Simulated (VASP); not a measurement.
# Pd (Pm-3m) in VASP: further runs

Pd is run at these levels: LDA; tasks: relaxation of cell and atoms.

Program: VASP 6.6.1. These are calculated values, not measurements. Logs are shortened: lines on timing, memory, paths and dates and some standing lists are left out, and cuts for length are marked.

## 1. The cell of the first run

The structure is cubic, space group Pm-3m (No. 221). The conventional cell has a = 2.530 Å, b = 2.530 Å, c = 2.530 Å, α = 90.00°, β = 90.00°, γ = 90.00°. Within 3.3 Å of Pd (site symmetry m-3m) lie 6 Pd at 2.53 Å.

## 2. Relaxation of cell and atoms, LDA, target pressure 10 GPa, at which the enthalpy is minimised

File INCAR:

```
PREC = Accurate
ENCUT = 600
EDIFF = 1E-7
ISMEAR = 1
SIGMA = 0.1
LREAL = False
LASPH = True
NELM = 80
ALGO = Normal
ISIF = 3
LWAVE = False
LCHARG = False
IBRION = 2
NSW = 80
EDIFFG = -0.01
PSTRESS = 100.0
```

File KPOINTS:

```
regular mesh
0
Gamma
  16 16 16
```

File POSCAR:

```
Pd
1.0
    2.5300000000      0.0000000000      0.0000000000
    0.0000000000      2.5300000000      0.0000000000
    0.0000000000      0.0000000000      2.5300000000
Pd
1
Direct
    0.0000000000      0.0000000000      0.0000000000
```

Potentials or basis: VASP PAW LDA potentials, release 64 (Pd).

The run is started by

```
> cat potpaw_LDA.64/Pd/POTCAR > POTCAR
> mpirun -np 1 vasp_std > vasp.out
```

OUTCAR:

```text
PREC = Accurate
   ENCUT = 600
   EDIFF = 1E-7
   ISMEAR = 1
   LREAL = False
   LASPH = True
   NELM = 80
   ISIF = 3
   IBRION = 2
   NSW = 80
   EDIFFG = -0.01
   PSTRESS = 100.0

 ion  position               nearest neighbor table
   1  0.000  0.000  0.000-

  LATTYP: Found a simple cubic cell.
 ALAT       =     2.5300000000

  Lattice vectors:

 A1 = (   2.5300000000,   0.0000000000,   0.0000000000)
 A2 = (   0.0000000000,   2.5300000000,   0.0000000000)
 A3 = (   0.0000000000,   0.0000000000,   2.5300000000)

Analysis of symmetry for initial positions (statically):
=====================================================================
 Subroutine PRICEL returns:
 Original cell was already a primitive cell.

 Routine SETGRP: Setting up the symmetry group for a
 simple cubic supercell.

 Subroutine GETGRP returns: Found 48 space group operations
 (whereof 48 operations were pure point group operations)
 out of a pool of 48 trial point group operations.

The static configuration has the point symmetry O_h .

Analysis of symmetry for dynamics (positions and initial velocities):
=====================================================================
 Subroutine PRICEL returns:
 Original cell was already a primitive cell.

 Routine SETGRP: Setting up the symmetry group for a
 simple cubic supercell.

 Subroutine GETGRP returns: Found 48 space group operations
 (whereof 48 operations were pure point group operations)
 out of a pool of 48 trial point group operations.

The dynamic configuration has the point symmetry O_h .

 Subroutine INISYM returns: Found 48 space group operations
 (whereof 48 operations are pure point group operations),
 and found     1 'primitive' translations

----------------------------------------------------------------------------------------

                                     Primitive cell

  volume of cell :      16.1943

  direct lattice vectors                    reciprocal lattice vectors
     2.530000000  0.000000000  0.000000000     0.395256917  0.000000000  0.000000000
     0.000000000  2.530000000  0.000000000     0.000000000  0.395256917  0.000000000
     0.000000000  0.000000000  2.530000000     0.000000000  0.000000000  0.395256917

  length of vectors
     2.530000000  2.530000000  2.530000000     0.395256917  0.395256917  0.395256917

  position of ions in fractional coordinates (direct lattice)
     0.000000000  0.000000000  0.000000000

  ion indices of the primitive-cell ions
   primitive index   ion index
                 1           1

----------------------------------------------------------------------------------------

 KPOINTS: regular mesh

Automatic generation of k-mesh.
 Grid dimensions read from file:
 generate k-points for:   16   16   16

 Generating k-lattice:

  Cartesian coordinates                     Fractional coordinates (reciprocal lattice)
     0.024703557  0.000000000  0.000000000     0.062500000  0.000000000  0.000000000
     0.000000000  0.024703557  0.000000000     0.000000000  0.062500000  0.000000000
     0.000000000  0.000000000  0.024703557     0.000000000  0.000000000  0.062500000

  Length of vectors
     0.024703557  0.024703557  0.024703557

  Shift w.r.t. Gamma in fractional coordinates (k-lattice)
     0.000000000  0.000000000  0.000000000

 Subroutine IBZKPT returns following result:
 ===========================================

 Found    165 irreducible k-points:

 Following reciprocal coordinates:
            Coordinates               Weight
  0.000000  0.000000  0.000000      1.000000
  0.062500  0.000000  0.000000      6.000000
  0.125000  0.000000  0.000000      6.000000
  0.187500  0.000000  0.000000      6.000000
  0.250000  0.000000  0.000000      6.000000
  0.312500  0.000000  0.000000      6.000000
[... 16 lines left out ...]
  0.437500  0.125000  0.000000     24.000000
  0.500000  0.125000  0.000000     12.000000
 [... further k-points ...]
   k-points           NKPTS =    165   k-points in BZ     NKDIM =    165   number of bands    NBANDS=      9
   number of dos      NEDOS =    301   number of ions     NIONS =      1
   total plane-waves  NPLWV =   8000
   dimension x,y,z NGX =    20 NGY =   20 NGZ =   20
   dimension x,y,z NGXF=    40 NGYF=   40 NGZF=   40
   ions per type =               1
   NGX,Y,Z   is equivalent  to a cutoff of  13.14, 13.14, 13.14 a.u.
   NGXF,Y,Z  is equivalent  to a cutoff of  26.28, 26.28, 26.28 a.u.
 SYSTEM =  unknown system
   PREC   = accura    normal or accurate (medium, high low for compatibility)
   ISTART =      0    job   : 0-new  1-cont  2-samecut
   ICHARG =      2    charge: 1-file 2-atom 10-const
   ISPIN  =      1    spin polarized calculation?
   LNONCOLLINEAR =      F non collinear calculations
   LSORBIT =      F    spin-orbit coupling
   LASPH  =      T    aspherical Exc in radial PAW
   ENCUT  =  600.0 eV  44.10 Ry    6.64 a.u.   5.05  5.05  5.05*2*pi/ulx,y,z
   NELM   =     80;   NELMIN=  2; NELMDL= -5     # of ELM steps
   EDIFF  = 0.1E-06   stopping-criterion for ELM
   LREAL  =      F    real-space projection
   EDIFFG = -.1E-01   stopping-criterion for IOM
   NSW    =     80    number of steps for IOM
   IBRION =      2    ionic relax: 0-MD 1-quasi-New 2-CG
   NFREE  =      1    steps in history (QN), initial steepest desc. (CG)
   ISIF   =      3    stress and relaxation
   ISYM   =      2    0-nonsym 1-usesym 2-fastsym
   POTIM  = 0.5000    time-step for ionic-motion
   TEBEG  =    0.0;   TEEND  =   0.0 temperature during run
   PSTRESS=  100.0 pullay stress
   NELECT =      10.0000    total number of electrons
   NUPDOWN=      -1.0000    fix difference up-down
   EMIN   =  10.00;   EMAX   =-10.00  energy-range for DOS
   EFERMI =   0.00;   METHOD = LEGACY
   ISMEAR =     1;   SIGMA  =   0.10  broadening in eV -4-tet -1-fermi 0-gaus
   EFERMI_NEDOS =   21; number of points for ismear=-14 and -15
   IALGO  =     38    algorithm
   IMIX   =      4    mixing-type and parameters
     AMIX     =   0.40;   BMIX     =  1.00
     AMIX_MAG =   1.60;   BMIX_MAG =  1.00
  volume/ion in A,a.u.               =      16.19       109.28
  Fermi-wavevector in a.u.,A,eV,Ry     =   1.394080  2.634429 26.442359  1.943459
  Thomas-Fermi vector in A             =   2.517664
   LORBIT       =      0    0 simple, 1 ext, 2 COOP (PROOUT), +10 PAW based schemes
   GGA     = CA    functional components
   LHFCALC =     F    Hartree Fock is set to
   AEXX    =    0.0000 exact exchange contribution
   IVDW    =     0    specifies the selected vdW correction
   LEPSILON=     F    determine dielectric tensor
   LRPA    =     F    only Hartree local field effects (RPA)
 conjugate gradient relaxation of ions
 non-spin polarized calculation
 Methfessel and Paxton  Order N= 1 SIGMA  =   0.10
  energy-cutoff  :      600.00
  volume of cell :       16.19
 maximum number of plane-waves:       554
   NGX = 11   NGY = 11   NGZ = 11

--------------------------------------- Ionic step        1  -------------------------------------------

 number of electron      10.0000000 magnetization

 number of electron       9.9999996 magnetization

 Free energy of the ion-electron system (eV)
  ---------------------------------------------------
  ext. energy  EPLUGINS =         0.00000000
  ---------------------------------------------------
  free energy    TOTEN  =        -5.88326177 eV

  energy without entropy =       -5.88256958  energy(sigma->0) =       -5.88303104

------------------------ aborting loop because EDIFF is reached ----------------------------------------

  FORCE on cell =-STRESS in cart. coord.  units (eV):
  Direction    XX          YY          ZZ          XY          YZ          ZX
  --------------------------------------------------------------------------------------
  -------------------------------------------------------------------------------------
  Total        0.1691121      0.1691121      0.1691121      0.0000000     -0.0000000      0.0000000
  in kB       16.7310739     16.7310739     16.7310739      0.0000000     -0.0000000      0.0000000
  external PRESSURE =     -83.2689261 kB  Pullay stress =     100.0000000 kB

 VOLUME and BASIS-vectors are now :
 -----------------------------------------------------------------------------
  energy-cutoff  :      600.00
  volume of cell :       16.19
      direct lattice vectors                 reciprocal lattice vectors
     2.530000000  0.000000000  0.000000000     0.395256917  0.000000000  0.000000000
     0.000000000  2.530000000  0.000000000     0.000000000  0.395256917  0.000000000
     0.000000000  0.000000000  2.530000000     0.000000000  0.000000000  0.395256917
[... 7 lines left out ...]
  FREE ENERGIE OF THE ION-ELECTRON SYSTEM (eV)
  ---------------------------------------------------
  free  energy   TOTEN  =        -5.8832617723 eV

  energy  without entropy=       -5.8825695827  energy(sigma->0) =       -5.88303104

  enthalpy is  TOTEN    =        -4.8724949428 eV   P V=        1.0107668294

--------------------------------------- Ionic step        2  -------------------------------------------

 number of electron      10.0000003 magnetization

 E-fermi :  10.4918     XC(G=0): -13.5698

 val. band max:       10.4838348396   @ k =   0.3750   0.3750   0.3750
 cond. band min:      10.4976388620   @ k =   0.2500   0.0625   0.0625
 fundamental gap:      0.0138040224
 Fermi energy:        10.4917932128

 k-point     1 :       0.0000    0.0000    0.0000
  band No.  band energies     occupation
      1       2.8486      2.00000
      2       4.2391      2.00000
      3       4.2391      2.00000
      4      10.5830     -0.02685
      5      10.5830     -0.02685
      6      10.5830     -0.02685
      7      28.3682      0.00000
      8      28.3682      0.00000
      9      28.3682      0.00000

 k-point     2 :       0.0625    0.0000    0.0000
  band No.  band energies     occupation
      1       2.9699      2.00000
      2       4.2627      2.00000
      3       4.3521      2.00000
      4      10.4802      1.19459
      5      10.4802      1.19459
      6      10.5910     -0.04867
      7      27.5098      0.00000
      8      28.5816      0.00000
      9      28.5816      0.00000
[... 329 lines left out ...]
  FREE ENERGIE OF THE ION-ELECTRON SYSTEM (eV)
  ---------------------------------------------------
  free  energy   TOTEN  =        -5.8603022942 eV

  energy  without entropy=       -5.8597076417  energy(sigma->0) =       -5.86010408

  enthalpy is  TOTEN    =        -4.8910847796 eV   P V=        0.9692175146

--------------------------------------- Ionic step        4  -------------------------------------------

 number of electron      10.0000001 magnetization

 Free energy of the ion-electron system (eV)
  ---------------------------------------------------
  ext. energy  EPLUGINS =         0.00000000
  ---------------------------------------------------
  free energy    TOTEN  =        -5.85930495 eV

  energy without entropy =       -5.85872219  energy(sigma->0) =       -5.85911070

 E-fermi :   9.0501     XC(G=0): -13.0801

 val. band max:        9.0496541549   @ k =   0.5000   0.3125   0.3125
 cond. band min:       9.0560566354   @ k =   0.0625   0.0625   0.0000
 fundamental gap:      0.0064024806
 Fermi energy:         9.0500843030

 k-point     1 :       0.0000    0.0000    0.0000
  band No.  band energies     occupation
      1       2.0622      2.00000
      2       3.5092      2.00000
      3       3.5092      2.00000
      4       9.1223      0.06509
      5       9.1223      0.06509
      6       9.1223      0.06509
      7      26.3714      0.00000
      8      26.3714      0.00000
      9      26.3714      0.00000

 k-point     2 :       0.0625    0.0000    0.0000
  band No.  band energies     occupation
      1       2.1755      2.00000
      2       3.5300      2.00000
      3       3.6082      2.00000
      4       9.0342      1.26532
      5       9.0342      1.26531
      6       9.1293      0.02416
      7      25.5256      0.00000
      8      26.5662      0.00000
      9      26.5662      0.00000
[... 286 lines left out ...]
 POSITION                                       TOTAL-FORCE (eV/Angst)
 -----------------------------------------------------------------------------------
      0.00000      0.00000      0.00000         0.000000      0.000000      0.000000
 -----------------------------------------------------------------------------------
    total drift:                               -0.000000      0.000000      0.000000

  FREE ENERGIE OF THE ION-ELECTRON SYSTEM (eV)
  ---------------------------------------------------
  free  energy   TOTEN  =        -5.8593049457 eV

  energy  without entropy=       -5.8587221940  energy(sigma->0) =       -5.85911070

  enthalpy is  TOTEN    =        -4.8911008419 eV   P V=        0.9682041038

 reached required accuracy - stopping structural energy minimisation
```

Wall time 23 s (1 thread of Intel Xeon 6975P-C (Granite Rapids), shared host); peak memory 0.15 GiB.

What came out:

| Item | Value |
| --- | --- |
| Free energy | -5.8593 eV |
| Relaxed volume | 15.51 Å³/atom |
| Relaxed cell | a = 2.494 Å, b = 2.494 Å, c = 2.494 Å, α = 90.00°, β = 90.00°, γ = 90.00° |
| Space group after relaxing (to 0.05 Å) | Pm-3m (No. 221) |
| Energy change on relaxing (the enthalpy is what falls) | +24.0 meV/atom |
| Ionic steps | 4 |
| Pressure after relaxing | 10.0 GPa |
| Band gap on the k mesh | zero (band 5 reaches 10.62 eV, above the bottom of band 6 at 8.29 eV) |

The path:
| step | energy change (eV) | largest force (eV/Å) | pressure (GPa) | volume (Å³) |
| --- | --- | --- | --- | --- |
| 1 | 0.0000 | 0.0000 | 1.67 | 16.19 |
| 2 | 0.1756 | 0.0000 | 31.89 | 14.30 |
| 3 | 0.0230 | 0.0000 | 9.74 | 15.53 |
| 4 | 0.0240 | 0.0000 | 9.95 | 15.51 |

Final structure:
```xyz
1
Lattice="2.4940 0.0000 0.0000 0.0000 2.4940 0.0000 0.0000 0.0000 2.4940" Properties=species:S:1:pos:R:3 pbc="T T T"
Pd    0.0000    0.0000    0.0000
```

Caveat: the cell is relaxed towards a set pressure, so the enthalpy falls and the energy may rise.

(Continued in part 2 of 2.)
